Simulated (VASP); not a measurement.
# Ag (Fm-3m) in VASP: a series of runs, part 2 of 2

VASP 6.6.1.

## (3) Elastic constants, LDA

Input file INCAR:

```
ALGO = Normal
EDIFF = 1E-8
ENCUT = 630
GGA = CA
GGA_COMPAT = False
IBRION = 6
ISIF = 3
ISMEAR = 1
LASPH = True
LCHARG = False
LREAL = False
LWAVE = False
NELM = 120
NFREE = 2
NSW = 1
POTIM = 0.015
PREC = Accurate
SIGMA = 0.1
```

Input file KPOINTS:

```
k-points
0
Gamma
  7 7 7
```

Input file POSCAR:

```
Ag
1.0
    0.0000000000      2.0427500000      2.0427500000
    2.0427500000      0.0000000000      2.0427500000
    2.0427500000      2.0427500000      0.0000000000
Ag
1
Direct
    0.0000000000      0.0000000000      0.0000000000
```

Potentials or basis: VASP PAW LDA potentials, release 64 (Ag_sv_GW).

The run is started by

```
> cat potpaw_LDA.64/Ag_sv_GW/POTCAR > POTCAR
> mpirun -np 1 vasp_std > vasp.out
```

OUTCAR:

```text
EDIFF = 1E-8
   ENCUT = 630
   GGA = CA
   IBRION = 6
   ISIF = 3
   ISMEAR = 1
   LASPH = True
   LREAL = False
   NELM = 120
   NFREE = 2
   NSW = 1
   POTIM = 0.015
   PREC = Accurate

 ion  position               nearest neighbor table
   1  0.000  0.000  0.000-

  LATTYP: Found a face centered cubic cell.
 ALAT       =     4.0855000000

  Lattice vectors:

 A1 = (   0.0000000000,   2.0427500000,   2.0427500000)
 A2 = (   2.0427500000,   0.0000000000,   2.0427500000)
 A3 = (   2.0427500000,   2.0427500000,   0.0000000000)

Analysis of symmetry for initial positions (statically):
=====================================================================
 Subroutine PRICEL returns:
 Original cell was already a primitive cell.

 Routine SETGRP: Setting up the symmetry group for a
 face centered cubic supercell.

 Subroutine GETGRP returns: Found 48 space group operations
 (whereof 48 operations were pure point group operations)
 out of a pool of 48 trial point group operations.

The static configuration has the point symmetry O_h .

Analysis of symmetry for dynamics (positions and initial velocities):
=====================================================================
 Subroutine PRICEL returns:
 Original cell was already a primitive cell.

 Routine SETGRP: Setting up the symmetry group for a
 face centered cubic supercell.

 Subroutine GETGRP returns: Found 48 space group operations
 (whereof 48 operations were pure point group operations)
 out of a pool of 48 trial point group operations.

The dynamic configuration has the point symmetry O_h .

 Subroutine INISYM returns: Found 48 space group operations
 (whereof 48 operations are pure point group operations),
 and found     1 'primitive' translations

----------------------------------------------------------------------------------------

                                     Primitive cell

  volume of cell :      17.0481

  direct lattice vectors                    reciprocal lattice vectors
     0.000000000  2.042750000  2.042750000    -0.244768082  0.244768082  0.244768082
     2.042750000  0.000000000  2.042750000     0.244768082 -0.244768082  0.244768082
     2.042750000  2.042750000  0.000000000     0.244768082  0.244768082 -0.244768082

  length of vectors
     2.888884755  2.888884755  2.888884755     0.423950755  0.423950755  0.423950755

  position of ions in fractional coordinates (direct lattice)
     0.000000000  0.000000000  0.000000000

  ion indices of the primitive-cell ions
   primitive index   ion index
                 1           1

----------------------------------------------------------------------------------------

[... 114 lines left out ...]

------------------------ aborting loop because EDIFF is reached ----------------------------------------

  FORCE on cell =-STRESS in cart. coord.  units (eV):
  Direction    XX          YY          ZZ          XY          YZ          ZX
  --------------------------------------------------------------------------------------
  -------------------------------------------------------------------------------------
  Total       -0.8059913     -0.8059913     -0.8059913     -0.0000000      0.0000000     -0.0000000
  in kB      -75.7469763    -75.7469763    -75.7469763     -0.0000000      0.0000000     -0.0000000
  external PRESSURE =     -75.7469763 kB  Pullay stress =       0.0000000 kB
[... 86 lines left out ...]
  FREE ENERGIE OF THE ION-ELECTRON SYSTEM (eV)
  ---------------------------------------------------
  free  energy   TOTEN  =        -1.7570983481 eV

  energy  without entropy=       -1.7568064266  energy(sigma->0) =       -1.75700104

[... ionic steps 4 to 12 ...]

--------------------------------------- Ionic step       13  -------------------------------------------

 number of electron      18.9999993 magnetization

------------------------ aborting loop because EDIFF is reached ----------------------------------------
[... 65 lines left out ...]
--------------------------------------- Ionic step       15  -------------------------------------------

 number of electron      18.9999997 magnetization

 Free energy of the ion-electron system (eV)
  ---------------------------------------------------
  ext. energy  EPLUGINS =         0.00000000
  ---------------------------------------------------
  free energy    TOTEN  =        -1.74604047 eV

  energy without entropy =       -1.74556140  energy(sigma->0) =       -1.74588078

 E-fermi :   7.2069     XC(G=0): -12.9363

 val. band max:        6.1995402825   @ k =   0.4286   0.2857   0.0000
 cond. band min:       7.2168330407   @ k =   0.4286   0.4286   0.0000
 fundamental gap:      1.0172927582
 Fermi energy:         7.2069323801

 k-point     1 :       0.0000    0.0000    0.0000
  band No.  band energies     occupation
      1     -84.5347      2.00000
      2     -48.2041      2.00000
      3     -48.2041      2.00000
      4     -48.2041      2.00000
      5      -0.9799      2.00000
      6       2.1095      2.00000
      7       2.1095      2.00000
      8       2.1095      2.00000
      9       3.1679      2.00000
     10       3.1679      2.00000
     11      22.7489      0.00000
     12      26.2518      0.00000
     13      26.2518      0.00000
[... 330 lines left out ...]
  FREE ENERGIE OF THE ION-ELECTRON SYSTEM (eV)
  ---------------------------------------------------
  free  energy   TOTEN  =        -1.7460404695 eV

  energy  without entropy=       -1.7455614023  energy(sigma->0) =       -1.74588078

 INTERNAL STRAIN TENSORS FROM STRAINED CELLS
 ============================================

 INTERNAL STRAIN TENSOR FOR ION    1 for displacements in x,y,z  (eV/Angst):
          X           Y           Z          XY          YZ          ZX
  --------------------------------------------------------------------------------
  x    -0.00000     0.00000    -0.00000    -0.00000     0.00000     0.00000
  y     0.00000     0.00000    -0.00000    -0.00000     0.00000     0.00000
  z     0.00000    -0.00000     0.00000     0.00000    -0.00000     0.00000

 INTERNAL STRAIN TENSORS FROM DISPLACED ATOMS
 ============================================

 INTERNAL STRAIN TENSOR FOR ION    1 for displacements in x,y,z  (eV/Angst):
          X           Y           Z          XY          YZ          ZX
  --------------------------------------------------------------------------------
  x     0.00000     0.00000     0.00000     0.00000     0.00000     0.00000
  y     0.00000     0.00000     0.00000     0.00000     0.00000     0.00000
  z     0.00000     0.00000     0.00000     0.00000     0.00000     0.00000

 Eigenvectors and eigenvalues of the dynamical matrix
 ----------------------------------------------------

   1 f  =    0.000000 THz     0.000000 2PiTHz    0.000000 cm-1     0.000000 meV
             X         Y         Z           dx          dy          dz
      0.000000  0.000000  0.000000     0.632094    0.656434    0.411766

   2 f/i=    0.000000 THz     0.000000 2PiTHz    0.000000 cm-1     0.000000 meV
             X         Y         Z           dx          dy          dz
      0.000000  0.000000  0.000000    -0.370494   -0.210693    0.904623

   3 f/i=    0.000000 THz     0.000000 2PiTHz    0.000000 cm-1     0.000000 meV
             X         Y         Z           dx          dy          dz
      0.000000  0.000000  0.000000     0.680582   -0.724364    0.110027

--------------------------------------------------------------------------------------------------------

 ELASTIC MODULI CONTR FROM IONIC RELAXATION (kBar)
 Direction    XX          YY          ZZ          XY          YZ          ZX
 --------------------------------------------------------------------------------
 XX           0.0000      0.0000      0.0000      0.0000      0.0000      0.0000
 YY           0.0000      0.0000      0.0000      0.0000      0.0000      0.0000
 ZZ           0.0000      0.0000      0.0000      0.0000      0.0000      0.0000
 XY           0.0000      0.0000      0.0000      0.0000      0.0000      0.0000
 YZ           0.0000      0.0000      0.0000      0.0000      0.0000      0.0000
 ZX           0.0000      0.0000      0.0000      0.0000      0.0000      0.0000
 --------------------------------------------------------------------------------

 TOTAL ELASTIC MODULI (kBar)
 Direction    XX          YY          ZZ          XY          YZ          ZX
 --------------------------------------------------------------------------------
 XX        1121.6613   1090.6839   1090.6839     -0.0000     -0.0000      0.0000
 YY        1090.6839   1121.6613   1090.6839     -0.0000     -0.0000      0.0000
 ZZ        1090.6839   1090.6839   1121.6613      0.0000     -0.0000     -0.0000
 XY          -0.0000     -0.0000      0.0000    684.0369      0.0000     -0.0000
 YZ          -0.0000     -0.0000     -0.0000      0.0000    684.0369     -0.0000
 ZX           0.0000      0.0000     -0.0000     -0.0000     -0.0000    684.0369
 --------------------------------------------------------------------------------
```

OSZICAR:

```text
N       E                     dE             d eps       ncg     rms          rms(c)
DAV:   1     0.334163061271E+03    0.33416E+03   -0.12940E+04   528   0.214E+03
DAV:   2     0.151142088554E+02   -0.31905E+03   -0.30104E+03   520   0.801E+02
DAV:   3    -0.275771541671E+01   -0.17872E+02   -0.16446E+02   750   0.197E+02
[... 172 lines left out ...]
DAV:   5    -0.174604072690E+01   -0.22180E-05   -0.49050E-05   838   0.108E-01    0.355E-03
DAV:   6    -0.174604057646E+01    0.15044E-06   -0.31786E-06   815   0.407E-02    0.219E-03
DAV:   7    -0.174604047223E+01    0.10423E-06   -0.49937E-07   815   0.197E-02    0.361E-04
DAV:   8    -0.174604046192E+01    0.10315E-07   -0.11652E-08   350   0.362E-03    0.486E-05
DAV:   9    -0.174604046945E+01   -0.75324E-08   -0.58475E-09   345   0.125E-03
  15 F= -.17460405E+01 E0= -.17458808E+01  d E =-.479067E-03
```

stdout:

```text
POSCAR found type information on POSCAR Ag
 POSCAR found :  1 types and       1 ions
 scaLAPACK will be used
 LDA part: xc-table for (Slater(with rela. corr.)+CA(PZ))
 , standard interpolation
 POSCAR, INCAR and KPOINTS ok, starting setup
 FFT: planning ... GRIDC
 FFT: planning ... GRID_SOFT
 FFT: planning ... GRID
 WAVECAR not read
 entering main loop
 Found     1 degrees of freedom:
 Adding 6 more for cell shape distortion
 Finite differences POTIM= 0.01500 DOF=   7
 bond charge predicted
 Finite differences progress:
 bond charge predicted
 Finite differences progress:
 bond charge predicted
 Finite differences progress:
 bond charge predicted
 Finite differences progress:
 bond charge predicted
 Finite differences progress:
 bond charge predicted
 Finite differences progress:
 bond charge predicted
 Finite differences progress:
 bond charge predicted
 Finite differences progress:
 bond charge predicted
 Finite differences progress:
 bond charge predicted
 Finite differences progress:
 bond charge predicted
 Finite differences progress:
 bond charge predicted
 Finite differences progress:
 bond charge predicted
 Finite differences progress:
 bond charge predicted
 Finite differences progress:
```

It took 2.8 min on 1 thread of Intel Xeon Platinum 8488C (Sapphire Rapids), shared host; peak memory 0.19 GiB.

What came out:

* Elastic constants C11, C12, C44: 112, 109, 68 GPa
* Voigt bulk modulus: 110 GPa

Elastic tensor in Voigt notation (GPa, in the Cartesian axes of the cell as first typed):
```
112 109 109   0   0   0
109 112 109   0   0   0
109 109 112   0   0   0
  0   0   0  68   0   0
  0   0   0   0  68   0
  0   0   0   0   0  68
```

Clamped-ion elastic tensor (GPa):
```
112 109 109   0   0   0
109 112 109   0   0   0
109 109 112   0   0   0
  0   0   0  68   0   0
  0   0   0   0  68   0
  0   0   0   0   0  68
```

Caveat: the k points lie up to 0.38 Å⁻¹ apart; the cell is under stress, which shifts elastic constants.

## (4) Single point, PBEsol+D3(BJ)+U, non-collinear spin, zero start, spin-orbit coupling

This run uses another cell than the first one, of 16.27 Å³/atom.

Input file INCAR:

```
SYSTEM = Ag
PREC = Accurate ; ENCUT = 630
EDIFF = 1E-6 ; ISMEAR = 1
SIGMA = 0.05 ; LREAL = .FALSE.
LASPH = .TRUE. ; NELM = 200
ALGO = Normal ; ISIF = 2
LWAVE = .FALSE. ; LCHARG = .FALSE.
MAGMOM = 0 0 0 ; LORBIT = 11
LSORBIT = .TRUE. ; GGA_COMPAT = .FALSE.
LORBMOM = .TRUE. ; LMAXMIX = 4
LDAU = .TRUE. ; LDAUTYPE = 2
LDAUL = 2 ; LDAUU = 6
LDAUJ = 0 ; LDAUPRINT = 1
GGA = PS ; IVDW = 12
NBANDS = 30
```

Input file KPOINTS:

```
Automatic mesh
0
G
  11 11 11
  0 0 0
```

Input file POSCAR:

```
Ag
1.0
    0.0000000000      2.0112972693      2.0112972693
    2.0112972693      0.0000000000      2.0112972693
    2.0112972693      2.0112972693      0.0000000000
Ag
1
Direct
    0.0000000000      0.0000000000      0.0000000000
```

Potentials or basis: VASP PAW PBE potentials, release 64 (Ag_sv_GW).

The run is started by

```
> cat potpaw_PBE.64/Ag_sv_GW/POTCAR > POTCAR
> mpirun -np 1 vasp_ncl > vasp.out
```

It took 43 s on 1 thread of Intel Xeon Platinum 8488C (Sapphire Rapids), shared host; peak memory 0.25 GiB.

The run converged. Its results:

```yaml
Free_energy: 1.4772 eV
Pressure: -1.8 GPa
Net_moment: 0.00 μB per cell
Valence_electrons_inside_the_program's_atomic_spheres: Ag 16.84
Dispersion_energy_per_atom: -0.572 eV
```

Moments on the atoms (μB; x, y, z):
```
Ag  0.00 0.00 0.00
```

Caveat: the PAW data sets were made with another functional, which shifts forces and pressure a little; the U is typed as a test and isn't derived for this compound. The state reached can hang on the start; a lower one may exist.

## (5) Single point, PBE+D4+U, non-collinear spin, zero start, spin-orbit coupling

This run uses another cell than the first one, of 17.76 Å³/atom.

Input file INCAR:

```
ALGO = Normal ; EDIFF = 1E-6
ENCUT = 630 ; GGA = PE
GGA_COMPAT = False ; ISIF = 2
ISMEAR = 1 ; IVDW = 13
LASPH = True ; LCHARG = False
LDAU = True ; LDAUJ = 0
LDAUL = 2 ; LDAUPRINT = 1
LDAUTYPE = 2 ; LDAUU = 7.5
LMAXMIX = 4 ; LORBIT = 11
LORBMOM = True ; LREAL = False
LSORBIT = True ; LWAVE = False
MAGMOM = 0 0 0 ; NBANDS = 30
NELM = 200 ; PREC = Accurate
SIGMA = 0.2
```

Input file KPOINTS:

```
k-points
0
Gamma
  8 8 8
```

Input file POSCAR:

```
Ag
1.0
    0.0000000000      2.0708635645      2.0708635645
    2.0708635645      0.0000000000      2.0708635645
    2.0708635645      2.0708635645      0.0000000000
Ag
1
Direct
    0.0000000000      0.0000000000      0.0000000000
```

Potentials or basis: VASP PAW PBE potentials, release 64 (Ag_sv_GW).

The run is started by

```
> cat potpaw_PBE.64/Ag_sv_GW/POTCAR > POTCAR
> mpirun -np 1 vasp_ncl > vasp.out
```

OUTCAR:

```text
EDIFF = 1E-6
   ENCUT = 630
   GGA = PE
   ISIF = 2
   ISMEAR = 1
   IVDW = 13
   LASPH = True
   LORBIT = 11
   LREAL = False
   LSORBIT = True
   NELM = 200
   PREC = Accurate

 ion  position               nearest neighbor table
   1  0.000  0.000  0.000-

  LATTYP: Found a face centered cubic cell.
 ALAT       =     4.1417271290

  Lattice vectors:

 A1 = (   0.0000000000,   2.0708635645,   2.0708635645)
 A2 = (   2.0708635645,   0.0000000000,   2.0708635645)
 A3 = (   2.0708635645,   2.0708635645,   0.0000000000)

Analysis of symmetry for initial positions (statically):
=====================================================================
 Subroutine PRICEL returns:
 Original cell was already a primitive cell.
[... 1095 lines left out ...]

 Spin-Orbit-Coupling matrix elements

 Ion:    1  E_soc:     -0.7858021
 l=   1
     0.0000000    -0.1199871    -0.1199871
    -0.1199871     0.0000000    -0.1199871
    -0.1199871    -0.1199871     0.0000000
 l=   2
     0.0000000    -0.0022616     0.0000000    -0.0022616    -0.0087183
    -0.0022616     0.0000000    -0.0065387    -0.0022616    -0.0021796
     0.0000000    -0.0065387     0.0000000    -0.0065387     0.0000000
    -0.0022616    -0.0022616    -0.0065387     0.0000000    -0.0021796
    -0.0087183    -0.0021796     0.0000000    -0.0021796     0.0000000
 l=   3
     0.0000000    -0.0000000     0.0000000     0.0000000     0.0000000    -0.0000000    -0.0000000
    -0.0000000     0.0000000    -0.0000000     0.0000000    -0.0000000    -0.0000000    -0.0000000
     0.0000000    -0.0000000     0.0000000    -0.0000000    -0.0000000    -0.0000000     0.0000000
     0.0000000     0.0000000    -0.0000000     0.0000000    -0.0000000     0.0000000     0.0000000
     0.0000000    -0.0000000    -0.0000000    -0.0000000     0.0000000    -0.0000000     0.0000000
    -0.0000000    -0.0000000    -0.0000000     0.0000000    -0.0000000     0.0000000    -0.0000000
    -0.0000000    -0.0000000     0.0000000     0.0000000     0.0000000    -0.0000000     0.0000000

 total charge

# of ion       s       p       d       f       tot
--------------------------------------------------
    1        2.165   6.036   8.663   0.004  16.867

 magnetization (x)

# of ion       s       p       d       f       tot
--------------------------------------------------
    1        0.000   0.000   0.000   0.000   0.000

 magnetization (y)

# of ion       s       p       d       f       tot
--------------------------------------------------
    1        0.000   0.000  -0.000   0.000   0.000

 magnetization (z)

# of ion       s       p       d       f       tot
--------------------------------------------------
    1        0.000   0.000   0.000   0.000   0.000
```

Wall time 1.8 min (1 thread of AMD EPYC, shared host); peak memory 0.19 GiB.

What came out:

```yaml
Free_energy: 2.8950 eV
Pressure: -0.8 GPa
Net_moment: 0.00 μB per cell
Valence_electrons_inside_the_program's_atomic_spheres: Ag 16.87
Dispersion_energy_per_atom: -0.547 eV
```

Moments on the atoms (μB; x, y, z):
```
Ag  0.00 0.00 0.00
```

Caveat: the U is typed as a test and isn't derived for this compound. The state reached can hang on the start; a lower one may exist.

## (6) The runs side by side

| task | level | potentials or basis | spin | U | cell | k mesh | smearing | ions in elastic constants | pressure (GPa) | moment (μB) |
| --- | --- | --- | --- | --- | --- | --- | --- | --- | --- | --- |
| relaxation of cell and atoms | PBE+D4+U | VASP PAW PBE potentials, release 64 (Ag_sv_GW) | non-collinear, zero start, SOC | Ag d U = 4.5 eV | relaxed from a = 2.889 Å, angles 60.0°, 1 atom | 11 × 11 × 11 | tetrahedron | - | 0.0 | 0.00 |
| elastic constants | LDA | VASP PAW LDA potentials, release 64 (Ag_sv_GW) | off | - | a = 2.889 Å, angles 60.0°, 1 atom | 7 × 7 × 7 | methfessel-paxton 0.1 eV | relaxed | - | - |
| single point | PBEsol+D3(BJ)+U | VASP PAW PBE potentials, release 64 (Ag_sv_GW) | non-collinear, zero start, SOC | Ag d U = 6.0 eV | a = 2.844 Å, angles 60.0°, 1 atom | 11 × 11 × 11 | methfessel-paxton 0.05 eV | - | -1.8 | 0.00 |
| single point | PBE+D4+U | VASP PAW PBE potentials, release 64 (Ag_sv_GW) | non-collinear, zero start, SOC | Ag d U = 7.5 eV | a = 2.929 Å, angles 60.0°, 1 atom | 8 × 8 × 8 | methfessel-paxton 0.2 eV | - | -0.8 | 0.00 |

Alike in all rows: cutoff (eV) 630.

Caveats: some runs use coarse meshes; the U is typed as a test and isn't derived for this compound (at least some runs); the cell is under stress, which shifts elastic constants (at least some runs); the PAW data sets were made with another functional, which shifts forces and pressure a little (at least some runs).

Total energies depend on the potentials used, so only differences within one code and one set of settings carry meaning.
